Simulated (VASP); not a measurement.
# MgO (P1) in VASP: a series of runs

MgO is run at these levels: PBE+D3(BJ); tasks: single point.

Everything below comes from runs of VASP 6.6.1. Logs are shortened: lines on timing, memory, paths and dates and some standing lists are left out, and cuts for length are marked.

## (1) The cell of the first run

The typed cell holds 16 atoms: a = 5.975 Å, b = 5.975 Å, c = 5.975 Å, α = 60.00°, β = 60.00°, γ = 60.00°.

## (2) Single point, PBE+D3(BJ)

INCAR reads:

```
PREC = Accurate ; ENCUT = 520
EDIFF = 1E-7 ; ISMEAR = -1
SIGMA = 0.05 ; LREAL = Auto
LASPH = T ; NELM = 80
ALGO = Normal ; ISIF = 2
LWAVE = F ; LCHARG = F
GGA = PE ; IVDW = 12
NBANDS = 46
```

KPOINTS reads:

```
Automatic mesh
0
Gamma
  2 2 2
```

POSCAR reads:

```
MgO
1.0
    0.0000000000      4.2251000000      4.2251000000
    4.2251000000      0.0000000000      4.2251000000
    4.2251000000      4.2251000000      0.0000000000
Mg O
8 8
Direct
    0.0199995266      0.0424605335     -0.0177037230
   -0.0105086270      0.0157392724      0.4973610092
    0.0013254124      0.5334784976     -0.0236207427
    0.0145677025      0.5151002343      0.4673617192
    0.5011834039     -0.0124375754     -0.0215734539
    0.5067217344     -0.0306146600      0.4875505905
    0.5088755296      0.5076684576     -0.0180942463
    0.5042720882      0.4927457338      0.4881067904
    0.2539229841      0.2461598542      0.2460178457
    0.2341601382      0.2706326477      0.7527040780
    0.2465858796      0.7449646162      0.2399824856
    0.2514141677      0.7588104424      0.7149771603
    0.7662303851      0.2599228421      0.2134387352
    0.7193320868      0.2651653215      0.7301010627
    0.7672126104      0.7458403351      0.2677451421
    0.7551892263      0.7506922913      0.7597098294
```

Potentials or basis: VASP PAW PBE potentials, release 64 (Mg, O).

Launch:

```
$ cat potpaw_PBE.64/Mg/POTCAR potpaw_PBE.64/O/POTCAR > POTCAR
$ mpirun -np 1 vasp_std > vasp.out
```

OUTCAR:

```text
PREC = Accurate
   ENCUT = 520
   EDIFF = 1E-7
   ISMEAR = -1
   LREAL = Auto
   LASPH = T
   NELM = 80
   ISIF = 2
   GGA = PE
   IVDW = 12
 IVDW          = 12

 ion  position               nearest neighbor table
   1  0.020  0.042  0.982-  10 1.87  13 1.90  11 2.07  15 2.33  12 2.34  14 2.36   5 2.72   3 2.86
                             2 2.92   7 2.93   4 2.96   6 2.97   4 3.03   7 3.07   6 3.08   2 3.08
   2  0.989  0.016  0.497-  12 2.03  14 2.05   9 2.09  16 2.11  13 2.15  11 2.23   3 2.87   8 2.88
                             5 2.90   1 2.92   6 2.93   4 2.97   4 3.01   6 3.06   1 3.08   5 3.09
   3  0.001  0.533  0.976-  16 1.96  12 2.02  10 2.06  15 2.14  13 2.15   9 2.21   5 2.86   1 2.86
                             2 2.87   4 2.92   8 2.97   7 2.97   7 3.01   8 3.02   4 3.06   2 3.10
   4  0.015  0.515  0.467-  15 1.89  11 1.95   9 2.08  10 2.14  16 2.24  14 2.31   6 2.88   3 2.92
                             8 2.92   7 2.93   1 2.96   2 2.97   2 3.01   1 3.03   7 3.05   8 3.06
   5  0.501  0.988  0.978-  16 1.93  10 2.10  14 2.10  11 2.10   9 2.23  15 2.36   1 2.72   7 2.83
                             3 2.86   2 2.90   6 2.97   8 2.98   8 3.00   6 3.01   2 3.09   3 3.13
   6  0.507  0.969  0.488-  15 1.89  12 1.97   9 2.10  16 2.21  13 2.33  10 2.40   8 2.85   7 2.86
                             4 2.88   2 2.93   1 2.97   5 2.97   5 3.01   2 3.06   1 3.08   4 3.11
   7  0.509  0.508  0.982-  13 2.07  16 2.07  11 2.10  14 2.10   9 2.18  12 2.22   5 2.83   6 2.86
                             1 2.93   4 2.93   8 2.97   3 2.97   3 3.01   8 3.01   4 3.05   1 3.07
   8  0.504  0.493  0.488-  14 1.93  12 2.09  10 2.09  11 2.14  13 2.15  15 2.19   6 2.85   2 2.88
                             4 2.92   7 2.97   3 2.97   5 2.98   5 3.00   7 3.01   3 3.02   4 3.06
   9  0.254  0.246  0.246-   4 2.08   2 2.09   6 2.10   7 2.18   3 2.21   5 2.23
  10  0.234  0.271  0.753-   1 1.87   3 2.06   8 2.09   5 2.10   4 2.14   6 2.40
  11  0.247  0.745  0.240-   4 1.95   1 2.07   7 2.10   5 2.10   8 2.14   2 2.23
  12  0.251  0.759  0.715-   6 1.97   3 2.02   2 2.03   8 2.09   7 2.22   1 2.34
  13  0.766  0.260  0.213-   1 1.90   7 2.07   8 2.15   2 2.15   3 2.15   6 2.33
  14  0.719  0.265  0.730-   8 1.93   2 2.05   7 2.10   5 2.10   4 2.31   1 2.36
  15  0.767  0.746  0.268-   6 1.89   4 1.89   3 2.14   8 2.19   1 2.33   5 2.36
  16  0.755  0.751  0.760-   5 1.93   3 1.96   7 2.07   2 2.11   6 2.21   4 2.24

  LATTYP: Found a face centered cubic cell.
 ALAT       =     8.4502000000

  Lattice vectors:

 A1 = (   0.0000000000,   4.2251000000,   4.2251000000)
 A2 = (   4.2251000000,   0.0000000000,   4.2251000000)
 A3 = (   4.2251000000,   4.2251000000,   0.0000000000)

Analysis of symmetry for initial positions (statically):
=====================================================================
 Subroutine PRICEL returns:
 Original cell was already a primitive cell.

 Routine SETGRP: Setting up the symmetry group for a
 face centered cubic supercell.

 Subroutine GETGRP returns: Found  1 space group operations
 (whereof  1 operations were pure point group operations)
 out of a pool of 48 trial point group operations.

The static configuration has the point symmetry C_1 .

Analysis of symmetry for dynamics (positions and initial velocities):
=====================================================================
 Subroutine PRICEL returns:
 Original cell was already a primitive cell.

 Routine SETGRP: Setting up the symmetry group for a
 face centered cubic supercell.

 Subroutine GETGRP returns: Found  1 space group operations
 (whereof  1 operations were pure point group operations)
 out of a pool of 48 trial point group operations.

The dynamic configuration has the point symmetry C_1 .

 Subroutine INISYM returns: Found  1 space group operations
 (whereof  1 operations are pure point group operations),
 and found     1 'primitive' translations

----------------------------------------------------------------------------------------

                                     Primitive cell

  volume of cell :     150.8485

  direct lattice vectors                    reciprocal lattice vectors
     0.000000000  4.225100000  4.225100000    -0.118340394  0.118340394  0.118340394
     4.225100000  0.000000000  4.225100000     0.118340394 -0.118340394  0.118340394
     4.225100000  4.225100000  0.000000000     0.118340394  0.118340394 -0.118340394

  length of vectors
     5.975193722  5.975193722  5.975193722     0.204971576  0.204971576  0.204971576

  position of ions in fractional coordinates (direct lattice)
     0.019999527  0.042460533  0.982296277
     0.989491373  0.015739272  0.497361009
     0.001325412  0.533478498  0.976379257
     0.014567703  0.515100234  0.467361719
     0.501183404  0.987562425  0.978426546
     0.506721734  0.969385340  0.487550590
[... 8 lines left out ...]
     0.767212610  0.745840335  0.267745142
     0.755189226  0.750692291  0.759709829

[... 33 lines left out ...]

  Length of vectors
     0.102485788  0.102485788  0.102485788

  Shift w.r.t. Gamma in fractional coordinates (k-lattice)
     0.000000000  0.000000000  0.000000000

 Subroutine IBZKPT returns following result:
 ===========================================

 Found      8 irreducible k-points:

 Following reciprocal coordinates:
            Coordinates               Weight
  0.000000  0.000000  0.000000      1.000000
  0.500000  0.000000  0.000000      1.000000
  0.000000  0.500000  0.000000      1.000000
  0.000000  0.000000  0.500000      1.000000
  0.500000  0.500000  0.500000      1.000000
  0.500000  0.500000  0.000000      1.000000
  0.000000  0.500000  0.500000      1.000000
  0.500000  0.000000  0.500000      1.000000
   k-points           NKPTS =      8   k-points in BZ     NKDIM =      8   number of bands    NBANDS=     46
   number of dos      NEDOS =    301   number of ions     NIONS =     16
   total plane-waves  NPLWV = 110592
   dimension x,y,z NGX =    48 NGY =   48 NGZ =   48
   dimension x,y,z NGXF=    96 NGYF=   96 NGZF=   96
   ions per type =               8   8
   NGX,Y,Z   is equivalent  to a cutoff of  13.35, 13.35, 13.35 a.u.
   NGXF,Y,Z  is equivalent  to a cutoff of  26.71, 26.71, 26.71 a.u.
 SYSTEM =  unknown system
   PREC   = accura    normal or accurate (medium, high low for compatibility)
   ISTART =      0    job   : 0-new  1-cont  2-samecut
   ICHARG =      2    charge: 1-file 2-atom 10-const
   ISPIN  =      1    spin polarized calculation?
   LNONCOLLINEAR =      F non collinear calculations
   LSORBIT =      F    spin-orbit coupling
   LASPH  =      T    aspherical Exc in radial PAW
   ENCUT  =  520.0 eV  38.22 Ry    6.18 a.u.  11.11 11.11 11.11*2*pi/ulx,y,z
   NELM   =     80;   NELMIN=  2; NELMDL= -5     # of ELM steps
   EDIFF  = 0.1E-06   stopping-criterion for ELM
   LREAL  =      T    real-space projection
   EDIFFG = 0.1E-05   stopping-criterion for IOM
   NSW    =      0    number of steps for IOM
   IBRION =     -1    ionic relax: 0-MD 1-quasi-New 2-CG
   NFREE  =      0    steps in history (QN), initial steepest desc. (CG)
   ISIF   =      2    stress and relaxation
   ISYM   =      2    0-nonsym 1-usesym 2-fastsym
   POTIM  = 0.5000    time-step for ionic-motion
   TEBEG  =    0.0;   TEEND  =   0.0 temperature during run
   PSTRESS=    0.0 pullay stress
   NELECT =      64.0000    total number of electrons
   NUPDOWN=      -1.0000    fix difference up-down
   EMIN   =  10.00;   EMAX   =-10.00  energy-range for DOS
   EFERMI =   0.00;   METHOD = LEGACY
   ISMEAR =    -1;   SIGMA  =   0.05  broadening in eV -4-tet -1-fermi 0-gaus
   EFERMI_NEDOS =   21; number of points for ismear=-14 and -15
   IALGO  =     38    algorithm
   IMIX   =      4    mixing-type and parameters
     AMIX     =   0.40;   BMIX     =  1.00
     AMIX_MAG =   1.60;   BMIX_MAG =  1.00
  volume/ion in A,a.u.               =       9.43        63.62
  Fermi-wavevector in a.u.,A,eV,Ry     =   1.230140  2.324627 20.588936  1.513244
  Thomas-Fermi vector in A             =   2.365000
   LORBIT       =      0    0 simple, 1 ext, 2 COOP (PROOUT), +10 PAW based schemes
   GGA     = PE    functional components
   LHFCALC =     F    Hartree Fock is set to
   AEXX    =    0.0000 exact exchange contribution
   IVDW    =    12    specifies the selected vdW correction
   LEPSILON=     F    determine dielectric tensor
   LRPA    =     F    only Hartree local field effects (RPA)
 non-spin polarized calculation
  energy-cutoff  :      520.00
  volume of cell :      150.85
 maximum number of plane-waves:      4092
 NGX is ok and might be reduce to    48
   NGX = 23   NGY = 23   NGZ = 23

 number of electron      63.9999995 magnetization

 Free energy of the ion-electron system (eV)
  ---------------------------------------------------
  ext. energy  EPLUGINS =         0.00000000
  ---------------------------------------------------
  free energy    TOTEN  =       -93.41959364 eV

  energy without entropy =      -93.41959364  energy(sigma->0) =      -93.41959364

 E-fermi :   4.4408     XC(G=0): -11.0107

 val. band max:        3.2934936243   @ k =   0.0000   0.0000   0.0000
 cond. band min:       7.6041294662   @ k =   0.0000   0.0000   0.0000
 fundamental gap:      4.3106358419
 Fermi energy:         4.4408237028

 k-point     1 :       0.0000    0.0000    0.0000
  band No.  band energies     occupation
      1     -14.1843      2.00000
      2     -13.1316      2.00000
      3     -12.9742      2.00000
      4     -12.9165      2.00000
      5     -12.8247      2.00000
      6     -12.5628      2.00000
[... 365 lines left out ...]
     43      14.5645      0.00000
     44      14.7283      0.00000
 [bands above 44 left out]

------------------------ aborting loop because EDIFF is reached ----------------------------------------

 Edisp (eV)   -4.64677

 E8    (eV) :    -1.8201

  FORCE on cell =-STRESS in cart. coord.  units (eV):
  Direction    XX          YY          ZZ          XY          YZ          ZX
  --------------------------------------------------------------------------------------
  -------------------------------------------------------------------------------------
  Total       2.93389     2.63839     3.12056    -1.23615     0.28694    -0.69654
  in kB      31.16118    28.02260    33.14381   -13.12925     3.04758    -7.39805
  external pressure =       30.78 kB  Pullay stress =        0.00 kB

 VOLUME and BASIS-vectors are now :
 -----------------------------------------------------------------------------
  energy-cutoff  :      520.00
  volume of cell :      150.85
      direct lattice vectors                 reciprocal lattice vectors
     0.000000000  4.225100000  4.225100000    -0.118340394  0.118340394  0.118340394
     4.225100000  0.000000000  4.225100000     0.118340394 -0.118340394  0.118340394
     4.225100000  4.225100000  0.000000000     0.118340394  0.118340394 -0.118340394

 POSITION                                       TOTAL-FORCE (eV/Angst)
 -----------------------------------------------------------------------------------
      4.32970      4.23480      0.26390        -1.106752     -0.683533     -2.572906
      2.16790      6.28210      4.24720        -0.402240     -0.291765      0.424144
      6.37930      4.13090      2.25960        -0.035934      1.324697     -0.551452
      4.15100      2.03620      2.23790        -0.033602      1.155470     -0.986778
      8.30650      6.25150      6.29010         2.109969      0.431667      0.900472
      6.15570      4.20090      6.23670         1.272884     -0.693251      1.273996
[... 8 lines left out ...]
      4.28250      4.37280      6.39280        -1.646385     -2.164904     -0.057339
      6.38160      6.40060      6.36250        -0.715552     -1.542651     -0.064031
 -----------------------------------------------------------------------------------
    total drift:                                0.003337      0.001558     -0.002656

  FREE ENERGIE OF THE ION-ELECTRON SYSTEM (eV)
  ---------------------------------------------------
  free  energy   TOTEN  =       -98.0663679737 eV

  energy  without entropy=      -98.0663679737  energy(sigma->0) =      -98.06636797
```

It took 2.9 min on 1 thread of Intel Xeon Platinum 8259CL at 2.50GHz (Skylake/Cascade Lake), shared host; peak memory 0.32 GiB.

Results:

* Free energy: -98.0664 eV
* Pressure: 3.1 GPa
* Largest force: 2.883 eV/Å
* Band gap on the k mesh: 4.31 eV, direct
* Dispersion energy per atom: -0.290 eV

Forces on the atoms (eV/Å):
```
Mg  -1.107 -0.684 -2.573
Mg  -0.402 -0.292  0.424
Mg  -0.036  1.325 -0.551
Mg  -0.034  1.155 -0.987
Mg   2.110  0.432  0.900
Mg   1.273 -0.693  1.274
Mg  -0.586  0.068 -1.042
Mg  -0.008 -0.600  0.091
O   -0.093 -0.167  0.219
O   -1.435 -0.157  0.950
O   -0.062  0.199  1.472
O    1.101  0.894  0.042
O    1.692  0.366 -0.663
O   -0.052  1.861  0.566
O   -1.646 -2.165 -0.057
O   -0.716 -1.543 -0.064
```

Caveat: the k points lie up to 0.64 Å⁻¹ apart; forces of over 1 eV/Å act on the atoms, so gaps and moduli don't describe the material at rest.

## (3) Single point, PBE+D3(BJ)

INCAR reads:

```
PREC = Accurate
ENCUT = 520
EDIFF = 1E-6
ISMEAR = -1
SIGMA = 0.05
LREAL = Auto
LASPH = T
NELM = 60
ALGO = Normal
ISIF = 2
LWAVE = F
LCHARG = T
GGA = PE
IVDW = 12
LELF = T
LVHAR = T
NBANDS = 46
```

KPOINTS is that of step 2.

POSCAR reads:

```
MgO
1.0
    0.0000000000      4.2251000000      4.2251000000
    4.2251000000      0.0000000000      4.2251000000
    4.2251000000      4.2251000000      0.0000000000
Mg O
8 8
Direct
    0.0544602495     -0.0102956143     -0.0522354500
    0.0065797259      0.0376559135      0.4498355069
    0.0257627038      0.5073844406     -0.0458332347
    0.0093252231      0.5539987219      0.4504982131
    0.4993846299      0.0424250314     -0.0279875033
    0.5097630825      0.0426262100      0.4800596436
    0.5094198954      0.5365908499     -0.0453835412
    0.4798702989      0.5483657192      0.4774088187
    0.2708574945      0.2866441031      0.1957586803
    0.2734136470      0.2946912499      0.7039123334
    0.2584199191      0.7852003503      0.1910842347
    0.2599346761      0.7612719226      0.7115452889
    0.7639937516      0.2728101110      0.2018768787
    0.7544081797      0.2900878086      0.7078057324
    0.7458876713      0.7460296798      0.2070128518
    0.7719462261      0.7940522118      0.6718302525
```

Potentials or basis: VASP PAW PBE potentials, release 64 (Mg, O).

Launch:

```
$ cat potpaw_PBE.64/Mg/POTCAR potpaw_PBE.64/O/POTCAR > POTCAR
$ mpirun -np 1 vasp_std > vasp.out
```

Run time: 2.9 min. Hardware: 1 thread of Intel Xeon Platinum 8259CL at 2.50GHz (Skylake/Cascade Lake), shared host; peak memory 0.32 GiB.

Results (log left out):

```yaml
Free_energy: -98.0338 eV
Pressure: 2.3 GPa
Largest_force: 3.614 eV/Å
Band_gap_on_the_k_mesh: 3.97 eV
Dispersion_energy_per_atom: -0.290 eV
```

Forces on the atoms (eV/Å):
```
Mg   2.135 -2.817 -0.750
Mg   0.957 -0.298  0.304
Mg   1.697 -0.665 -0.849
Mg  -1.172 -0.485 -1.653
Mg  -1.030  1.005  0.845
Mg  -1.515 -1.488  0.612
Mg  -1.131  1.329  0.105
Mg  -2.381  0.749  1.394
O    0.762  0.533 -0.896
O   -0.886 -0.405 -1.567
O    0.337  0.967  0.184
O    1.501 -0.426  1.064
O   -0.298 -0.003  0.127
O   -0.639  0.684  0.127
O    0.715  0.302  1.837
O    0.948  1.019 -0.884
```

Stress tensor (GPa, compression positive):
```
 4.67 -0.12 -0.33
-0.12  1.28 -0.58
-0.33 -0.58  0.82
```

Levels at points of the mesh, in eV from the valence-band top:
| k point | band 30 | band 31 | band 32 | band 33 | band 34 | band 35 |
| --- | --- | --- | --- | --- | --- | --- |
| (0.00, 0.00, 0.00) | -0.39 | -0.11 | 0.00 | 3.97 | 6.89 | 7.13 |
| (0.50, 0.00, 0.00) | -0.83 | -0.20 | -0.08 | 6.02 | 6.60 | 8.28 |
| (0.00, 0.50, 0.00) | -0.59 | -0.58 | -0.24 | 6.15 | 6.48 | 8.32 |
| (0.00, 0.00, 0.50) | -0.68 | -0.60 | -0.17 | 6.13 | 6.40 | 8.37 |
| (0.50, 0.50, 0.50) | -0.76 | -0.55 | -0.25 | 6.19 | 6.42 | 8.39 |
| (0.50, 0.50, 0.00) | -0.78 | -0.63 | -0.33 | 7.03 | 7.38 | 8.41 |
| (0.00, 0.50, 0.50) | -0.86 | -0.80 | -0.36 | 6.96 | 7.29 | 8.36 |
| (0.50, 0.00, 0.50) | -0.79 | -0.74 | -0.25 | 6.97 | 7.25 | 8.19 |

Caveat: the k points lie up to 0.64 Å⁻¹ apart; forces of over 1 eV/Å act on the atoms, so gaps and moduli don't describe the material at rest.

## (4) Single point, PBE+D3(BJ)

INCAR reads:

```
PREC = Accurate ; ENCUT = 520
EDIFF = 1E-6 ; ISMEAR = -1
SIGMA = 0.05 ; LREAL = Auto
LASPH = True ; NELM = 80
ALGO = Normal ; ISIF = 2
LWAVE = False ; LCHARG = False
GGA = PE ; IVDW = 12
NBANDS = 46
```

KPOINTS reads:

```
regular mesh
0
Gamma
  2 2 2
```

POSCAR reads:

```
MgO
1.0
    0.0000000000      4.2251000000      4.2251000000
    4.2251000000      0.0000000000      4.2251000000
    4.2251000000      4.2251000000      0.0000000000
Mg O
8 8
Direct
   -0.0160824596      0.0587796739     -0.0451941966
   -0.0427445504      0.0382712835      0.4835388512
    0.0357506331      0.4977988687     -0.0217864666
    0.0322832596      0.5306383281      0.4467586566
    0.5628505834      0.0055383305     -0.0601169203
    0.5144020260      0.0559750065      0.4216231568
    0.4968284774      0.5842583607     -0.0764597288
    0.5159996213      0.5304134813      0.4404511136
    0.2601003527      0.2658753639      0.2157700409
    0.2560767792      0.2945137393      0.6841139855
    0.2846559845      0.7926676292      0.1932025278
    0.2808454238      0.7851175120      0.6646943268
    0.7556625879      0.2868926179      0.2083382642
    0.7264443445      0.3522993539      0.6884097418
    0.7967267047      0.8128920026      0.1753686303
    0.8043241580      0.7584317531      0.7162079004
```

Launch:

```
$ cat potpaw_PBE.64/Mg/POTCAR potpaw_PBE.64/O/POTCAR > POTCAR
$ mpirun -np 1 vasp_std > vasp.out
```

Run time: 2.8 min. Hardware: 1 thread of Intel Xeon Platinum 8259CL at 2.50GHz (Skylake/Cascade Lake), shared host; peak memory 0.32 GiB.

The run converged. Its results:

```
Free energy                : -97.0296 eV
Pressure                   : 3.8 GPa
Largest force              : 4.171 eV/Å
Band gap on the k mesh     : 3.97 eV, direct
Dispersion energy per atom : -0.291 eV
```

Forces on the atoms (eV/Å):
```
Mg  -0.829  0.706  2.782
Mg  -1.733  1.527  3.473
Mg  -0.492 -1.039  1.010
Mg   0.285 -0.708  0.172
Mg   2.291 -1.219 -1.263
Mg   0.188 -0.059 -1.651
Mg  -0.217  0.408 -0.489
Mg   1.439 -0.756  0.067
O    0.285 -0.834  0.856
O   -0.370  1.642 -0.348
O   -0.592 -0.918 -0.417
O    1.887  0.285 -0.145
O   -0.017  0.186  0.364
O   -2.375  1.966 -1.171
O   -0.460  0.260 -2.211
O    0.711 -1.448 -1.029
```

Stress tensor (GPa, compression positive):
```
1.59 1.08 0.15
1.08 4.52 0.21
0.15 0.21 5.16
```

Levels at points of the mesh, in eV from the valence-band top:
| k point | band 28 | band 29 | band 30 | band 31 | band 32 | band 33 | band 34 | band 35 | band 36 | band 37 |
| --- | --- | --- | --- | --- | --- | --- | --- | --- | --- | --- |
| (0.00, 0.00, 0.00) | -0.74 | -0.65 | -0.23 | -0.11 | 0.00 | 3.97 | 6.84 | 7.12 | 7.39 | 7.41 |
| (0.50, 0.00, 0.00) | -0.96 | -0.87 | -0.78 | -0.19 | -0.09 | 6.01 | 6.57 | 8.16 | 8.30 | 8.85 |
| (0.00, 0.50, 0.00) | -1.08 | -0.72 | -0.59 | -0.40 | -0.27 | 6.19 | 6.50 | 8.44 | 8.54 | 8.77 |
| (0.00, 0.00, 0.50) | -1.11 | -0.75 | -0.48 | -0.38 | -0.25 | 6.03 | 6.41 | 8.12 | 8.58 | 8.84 |
| (0.50, 0.50, 0.50) | -1.05 | -0.78 | -0.54 | -0.39 | -0.23 | 6.11 | 6.26 | 8.16 | 8.45 | 8.82 |
| (0.50, 0.50, 0.00) | -1.01 | -0.96 | -0.76 | -0.49 | -0.37 | 6.76 | 7.26 | 7.98 | 8.27 | 8.58 |
| (0.00, 0.50, 0.50) | -1.07 | -0.92 | -0.71 | -0.57 | -0.32 | 6.81 | 7.43 | 8.09 | 8.34 | 8.72 |
| (0.50, 0.00, 0.50) | -1.03 | -0.80 | -0.63 | -0.58 | -0.33 | 6.88 | 7.26 | 8.02 | 8.26 | 9.07 |

Caveat: the k points lie up to 0.64 Å⁻¹ apart; forces of over 1 eV/Å act on the atoms, so gaps and moduli don't describe the material at rest.
